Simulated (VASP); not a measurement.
# Fe (P6_3/mmc) in VASP: further runs

The runs below take Fe through single point, with PBE.

Everything below comes from runs of VASP 6.6.1. Logs are shortened: lines on timing, memory, paths and dates and some standing lists are left out, and cuts for length are marked.

## Step 1: The cell of the first run

It takes space group P6_3/mmc (No. 194, hexagonal). Conventional cell: a = 2.486 Å, b = 2.486 Å, c = 3.926 Å, α = 90.00°, β = 90.00°, γ = 120.00°. Within 3.2 Å of Fe (site symmetry -6m2) lie 12 Fe at 2.43 to 2.49 Å.

This isn't the form of Fe at room conditions, which is bcc.

## Step 2: Single point, PBE (10.50 Å³/atom)

Contents of INCAR:

```
PREC     = Accurate       # precision mode
ENCUT    = 690            # plane-wave cutoff, eV
EDIFF    = 1E-6           # SCF threshold, eV
ISMEAR   = 0              # smearing method
SIGMA    = 0.1            # smearing width, eV
LREAL    = False          # projectors in reciprocal space
LASPH    = True           # aspherical terms in the spheres
NELM     = 120            # most SCF steps
ALGO     = Normal         # electronic algorithm
ISIF     = 2              # what is computed and relaxed
LWAVE    = False          # write WAVECAR
LCHARG   = False          # write CHGCAR
GGA      = PE             # functional
NBANDS   = 23             # bands
GGA_COMPAT= False
```

Contents of KPOINTS:

```
regular mesh
0
Gamma
  21 21 12
```

Contents of POSCAR:

```
Fe
1.0
    2.4856925805      0.0000000000      0.0000000000
   -1.2428462902      2.1526729207      0.0000000000
    0.0000000000      0.0000000000      3.9262844123
Fe
2
Direct
    0.3333333333      0.6666666667      0.2500000000
    0.6666666667      0.3333333333      0.7500000000
```

Potentials or basis: VASP PAW PBE potentials, release 64 (Fe_sv).

Run with:

```sh
$ cat potpaw_PBE.64/Fe_sv/POTCAR > POTCAR
$ mpirun -np 1 vasp_std > vasp.out
```

OUTCAR:

```text
PREC = Accurate
   ENCUT = 690
   EDIFF = 1E-6
   ISMEAR = 0
   LREAL = False
   LASPH = True
   NELM = 120
   ISIF = 2
   GGA = PE

 ion  position               nearest neighbor table
   1  0.333  0.667  0.250-   2 2.43   2 2.43   2 2.43   2 2.43   2 2.43   2 2.43
   2  0.667  0.333  0.750-   1 2.43   1 2.43   1 2.43   1 2.43   1 2.43   1 2.43

  LATTYP: Found a hexagonal cell.
 ALAT       =     2.4856925805
 C/A-ratio  =     1.5795534987

  Lattice vectors:

 A1 = (   2.4856925805,   0.0000000000,   0.0000000000)
 A2 = (  -1.2428462902,   2.1526729207,   0.0000000000)
 A3 = (   0.0000000000,   0.0000000000,   3.9262844123)

Analysis of symmetry for initial positions (statically):
=====================================================================
 Subroutine PRICEL returns:
 Original cell was already a primitive cell.

 Routine SETGRP: Setting up the symmetry group for a
 hexagonal supercell.

 Subroutine GETGRP returns: Found 24 space group operations
 (whereof 12 operations were pure point group operations)
 out of a pool of 24 trial point group operations.

The static configuration has the point symmetry D_3d.
 The point group associated with its full space group is D_6h.

Analysis of symmetry for dynamics (positions and initial velocities):
=====================================================================
 Subroutine PRICEL returns:
 Original cell was already a primitive cell.

 Routine SETGRP: Setting up the symmetry group for a
 hexagonal supercell.

 Subroutine GETGRP returns: Found 24 space group operations
 (whereof 12 operations were pure point group operations)
 out of a pool of 24 trial point group operations.

The dynamic configuration has the point symmetry D_3d.
 The point group associated with its full space group is D_6h.

 Subroutine INISYM returns: Found 24 space group operations
 (whereof 12 operations are pure point group operations),
 and found     1 'primitive' translations

----------------------------------------------------------------------------------------

                                     Primitive cell

  volume of cell :      21.0091

  direct lattice vectors                    reciprocal lattice vectors
     2.485692580  0.000000000  0.000000000     0.402302363  0.232269378  0.000000000
    -1.242846290  2.152672921  0.000000000     0.000000000  0.464538756  0.000000000
     0.000000000  0.000000000  3.926284412     0.000000000  0.000000000  0.254693724

  length of vectors
     2.485692580  2.485692580  3.926284412     0.464538756  0.464538756  0.254693724

  position of ions in fractional coordinates (direct lattice)
     0.333333333  0.666666667  0.250000000
     0.666666667  0.333333333  0.750000000

  ion indices of the primitive-cell ions
   primitive index   ion index
                 1           1
                 2           2

----------------------------------------------------------------------------------------

 KPOINTS: regular mesh

Automatic generation of k-mesh.
 Grid dimensions read from file:
 generate k-points for:   21   21   12

 Generating k-lattice:

  Cartesian coordinates                     Fractional coordinates (reciprocal lattice)
     0.019157255  0.011060447  0.000000000     0.047619048  0.000000000  0.000000000
     0.000000000  0.022120893  0.000000000     0.000000000  0.047619048  0.000000000
     0.000000000  0.000000000  0.021224477     0.000000000  0.000000000  0.083333333

  Length of vectors
     0.022120893  0.022120893  0.021224477

  Shift w.r.t. Gamma in fractional coordinates (k-lattice)
     0.000000000  0.000000000  0.000000000

 Subroutine IBZKPT returns following result:
 ===========================================

 Found    336 irreducible k-points:

 Following reciprocal coordinates:
            Coordinates               Weight
  0.000000  0.000000  0.000000      1.000000
  0.047619  0.000000  0.000000      6.000000
  0.095238  0.000000  0.000000      6.000000
  0.142857  0.000000  0.000000      6.000000
  0.190476  0.000000  0.000000      6.000000
  0.238095 -0.000000  0.000000      6.000000
[... 16 lines left out ...]
  0.142857  0.095238  0.000000     12.000000
  0.190476  0.095238  0.000000     12.000000
 [... further k-points ...]
   k-points           NKPTS =    336   k-points in BZ     NKDIM =    336   number of bands    NBANDS=     23
   number of dos      NEDOS =    301   number of ions     NIONS =      2
   total plane-waves  NPLWV =  20736
   dimension x,y,z NGX =    24 NGY =   24 NGZ =   36
   dimension x,y,z NGXF=    48 NGYF=   48 NGZF=   72
   ions per type =               2
   NGX,Y,Z   is equivalent  to a cutoff of  16.05, 16.05, 15.24 a.u.
   NGXF,Y,Z  is equivalent  to a cutoff of  32.10, 32.10, 30.49 a.u.
 SYSTEM =  unknown system
   PREC   = accura    normal or accurate (medium, high low for compatibility)
   ISTART =      0    job   : 0-new  1-cont  2-samecut
   ICHARG =      2    charge: 1-file 2-atom 10-const
   ISPIN  =      1    spin polarized calculation?
   LNONCOLLINEAR =      F non collinear calculations
   LSORBIT =      F    spin-orbit coupling
   LASPH  =      T    aspherical Exc in radial PAW
   ENCUT  =  690.0 eV  50.71 Ry    7.12 a.u.   5.32  5.32  8.41*2*pi/ulx,y,z
   NELM   =    120;   NELMIN=  2; NELMDL= -5     # of ELM steps
   EDIFF  = 0.1E-05   stopping-criterion for ELM
   LREAL  =      F    real-space projection
   EDIFFG = 0.1E-04   stopping-criterion for IOM
   NSW    =      0    number of steps for IOM
   IBRION =     -1    ionic relax: 0-MD 1-quasi-New 2-CG
   NFREE  =      0    steps in history (QN), initial steepest desc. (CG)
   ISIF   =      2    stress and relaxation
   ISYM   =      2    0-nonsym 1-usesym 2-fastsym
   POTIM  = 0.5000    time-step for ionic-motion
   TEBEG  =    0.0;   TEEND  =   0.0 temperature during run
   PSTRESS=    0.0 pullay stress
   NELECT =      32.0000    total number of electrons
   NUPDOWN=      -1.0000    fix difference up-down
   EMIN   =  10.00;   EMAX   =-10.00  energy-range for DOS
   EFERMI =   0.00;   METHOD = LEGACY
   ISMEAR =     0;   SIGMA  =   0.10  broadening in eV -4-tet -1-fermi 0-gaus
   EFERMI_NEDOS =   21; number of points for ismear=-14 and -15
   IALGO  =     38    algorithm
   IMIX   =      4    mixing-type and parameters
     AMIX     =   0.40;   BMIX     =  1.00
     AMIX_MAG =   1.60;   BMIX_MAG =  1.00
  volume/ion in A,a.u.               =      10.50        70.89
  Fermi-wavevector in a.u.,A,eV,Ry     =   1.883602  3.559491 48.272866  3.547956
  Thomas-Fermi vector in A             =   2.926499
   LORBIT       =      0    0 simple, 1 ext, 2 COOP (PROOUT), +10 PAW based schemes
   GGA     = PE    functional components
   LHFCALC =     F    Hartree Fock is set to
   AEXX    =    0.0000 exact exchange contribution
   IVDW    =     0    specifies the selected vdW correction
   LEPSILON=     F    determine dielectric tensor
   LRPA    =     F    only Hartree local field effects (RPA)
 non-spin polarized calculation
 Gauss-broadening in eV      SIGMA  =   0.10
  energy-cutoff  :      690.00
  volume of cell :       21.01
 maximum number of plane-waves:       886
 NGX is ok and might be reduce to    24
   NGX = 11   NGY = 11   NGZ = 17

 number of electron      32.0000001 magnetization

 Free energy of the ion-electron system (eV)
  ---------------------------------------------------
  ext. energy  EPLUGINS =         0.00000000
  ---------------------------------------------------
  free energy    TOTEN  =       -16.55348190 eV

  energy without entropy =      -16.53931367  energy(sigma->0) =      -16.54639778

 E-fermi :  13.3807     XC(G=0): -14.2490

 val. band max:       13.3796823518   @ k =   0.2857   0.0000   0.2500
 cond. band min:      13.3808178515   @ k =   0.1905   0.0952   0.0833
 fundamental gap:      0.0011354998
 Fermi energy:        13.3806646016

 k-point     1 :       0.0000    0.0000    0.0000
  band No.  band energies     occupation
      1     -73.8349      2.00000
      2     -73.7157      2.00000
      3     -40.1477      2.00000
      4     -39.6528      2.00000
      5     -39.6528      2.00000
      6     -39.5638      2.00000
[... 15 lines left out ...]
     22      34.5424      0.00000
     23      38.0217      0.00000

 k-point     2 :       0.0476    0.0000    0.0000
  band No.  band energies     occupation
      1     -73.8329      2.00000
      2     -73.7149      2.00000
      3     -40.1436      2.00000
      4     -39.6614      2.00000
      5     -39.6560      2.00000
      6     -39.5723      2.00000
[... 15 lines left out ...]
     22      34.2496      0.00000
     23      36.8574      0.00000

 k-point     3 :       0.0952    0.0000    0.0000
  band No.  band energies     occupation
      1     -73.8273      2.00000
      2     -73.7128      2.00000
      3     -40.1314      2.00000
      4     -39.6856      2.00000
      5     -39.6642      2.00000
      6     -39.5976      2.00000
[... 15 lines left out ...]
     22      33.1355      0.00000
     23      35.7340      0.00000

 k-point     4 :       0.1429    0.0000    0.0000
  band No.  band energies     occupation
      1     -73.8183      2.00000
      2     -73.7096      2.00000
      3     -40.1118      2.00000
      4     -39.7233      2.00000
      5     -39.6767      2.00000
      6     -39.6366      2.00000
[... 15 lines left out ...]
     22      31.3343      0.00000
     23      34.7309      0.00000

 k-point     5 :       0.1905    0.0000    0.0000
  band No.  band energies     occupation
      1     -73.8066      2.00000
      2     -73.7057      2.00000
      3     -40.0855      2.00000
      4     -39.7717      2.00000
      5     -39.6924      2.00000
      6     -39.6856      2.00000
[... 434 lines left out ...]
 k-point    22 :       0.0952    0.0952    0.0000
  band No.  band energies     occupation
      1     -73.8132      2.00000
      2     -73.7078      2.00000
      3     -40.1003      2.00000
      4     -39.7374      2.00000
      5     -39.7014      2.00000
      6     -39.6432      2.00000
[... 15 lines left out ...]
     22      31.0899      0.00000
     23      32.0982      0.00000

 k-point    23 :       0.1429    0.0952    0.0000
  band No.  band energies     occupation
      1     -73.8019      2.00000
      2     -73.7043      2.00000
      3     -40.0747      2.00000
      4     -39.7784      2.00000
      5     -39.7378      2.00000
      6     -39.6697      2.00000
[... 15 lines left out ...]
     22      29.3921      0.00000
     23      30.8051      0.00000

 k-point    24 :       0.1905    0.0952    0.0000
  band No.  band energies     occupation
      1     -73.7888      2.00000
      2     -73.7006      2.00000
      3     -40.0438      2.00000
      4     -39.8277      2.00000
      5     -39.7781      2.00000
      6     -39.6971      2.00000
[... 15 lines left out ...]
     22      27.4817      0.00000
     23      29.8315      0.00000

 [... further k-points ...]
[... 5 lines left out ...]
  --------------------------------------------------------------------------------------
  -------------------------------------------------------------------------------------
  Total       -1.2688886     -1.2688886     -1.2742427     -0.0000000     -0.0000000     -0.0000000
  in kB      -96.7669059    -96.7669059    -97.1752203     -0.0000000     -0.0000000     -0.0000000
  external PRESSURE =     -96.9030107 kB  Pullay stress =       0.0000000 kB

 VOLUME and BASIS-vectors are now :
 -----------------------------------------------------------------------------
  energy-cutoff  :      690.00
  volume of cell :       21.01
      direct lattice vectors                 reciprocal lattice vectors
     2.485692580  0.000000000  0.000000000     0.402302363  0.232269378  0.000000000
    -1.242846290  2.152672921  0.000000000     0.000000000  0.464538756  0.000000000
     0.000000000  0.000000000  3.926284412     0.000000000  0.000000000  0.254693724

 POSITION                                       TOTAL-FORCE (eV/Angst)
 -----------------------------------------------------------------------------------
     -0.00000      1.43512      0.98157        -0.000000      0.000000      0.000000
      1.24285      0.71756      2.94471         0.000000      0.000000      0.000000
 -----------------------------------------------------------------------------------
    total drift:                               -0.000000      0.000000     -0.000000

  FREE ENERGIE OF THE ION-ELECTRON SYSTEM (eV)
  ---------------------------------------------------
  free  energy   TOTEN  =       -16.5534819007 eV

  energy  without entropy=      -16.5393136686  energy(sigma->0) =      -16.54639778
```

Run time: 2.5 min. Hardware: 1 thread of Intel Xeon Platinum 8375C at 2.90GHz (Ice Lake), shared host; peak memory 0.3 GiB.

Results:

```
Free energy            : -16.5535 eV
Pressure               : -9.7 GPa
Band gap on the k mesh : zero (bands 16 and 17 overlap by 1.80 eV)
```

Caveat: the cell stands under tension; the run has no spin polarisation, though such a crystal can be magnetic. Spin polarisation is off, so any magnetic state and its effect on volume and gap are missing.

## Step 3: Single point, PBE (10.81 Å³/atom)

This run uses another cell than the first one, of 10.81 Å³/atom.

Contents of INCAR:

```
PREC = Accurate
ENCUT = 690
EDIFF = 1E-6
ISMEAR = 0
SIGMA = 0.1
LREAL = False
LASPH = True
NELM = 120
ALGO = Normal
ISIF = 2
LWAVE = False
LCHARG = True
GGA = PE
LELF = True
LVHAR = True
NBANDS = 23
GGA_COMPAT = False
```

KPOINTS is that of step 2.

Contents of POSCAR:

```
Fe
1.0
    2.5099859294      0.0000000000      0.0000000000
   -1.2549929647      2.1737115780      0.0000000000
    0.0000000000      0.0000000000      3.9628045648
Fe
2
Direct
    0.3333333333      0.6666666667      0.2500000000
    0.6666666667      0.3333333333      0.7500000000
```

Potentials or basis: VASP PAW PBE potentials, release 64 (Fe_sv).

Run with:

```sh
$ cat potpaw_PBE.64/Fe_sv/POTCAR > POTCAR
$ mpirun -np 1 vasp_std > vasp.out
```

Wall time 1.8 min (1 thread of AMD EPYC 9R45 (Zen 5), shared host); peak memory 0.28 GiB.

It converged, with:

| Item | Value |
| --- | --- |
| Free energy | -16.5067 eV |
| Pressure | -16.4 GPa |
| Band gap on the k mesh | zero (bands 16 and 17 overlap by 1.73 eV) |

Stress tensor (GPa, compression positive):
```
-16.32   0.00   0.00
  0.00 -16.32   0.00
  0.00   0.00 -16.52
```

Levels at points of the mesh, in eV from the Fermi level:
| k point | band 13 | band 14 | band 15 | band 16 | band 17 | band 18 | band 19 | band 20 |
| --- | --- | --- | --- | --- | --- | --- | --- | --- |
| (0.00, 0.00, 0.00) | -1.39 | -1.09 | -1.09 | -0.78 | -0.78 | 0.43 | 0.67 | 0.67 |
| (0.00, 0.00, 0.50) | -1.63 | -1.63 | -1.63 | -1.63 | 0.30 | 0.30 | 0.30 | 0.30 |

Caveat: the cell stands under tension; the run has no spin polarisation, though such a crystal can be magnetic. Spin polarisation is off, so any magnetic state and its effect on volume and gap are missing.
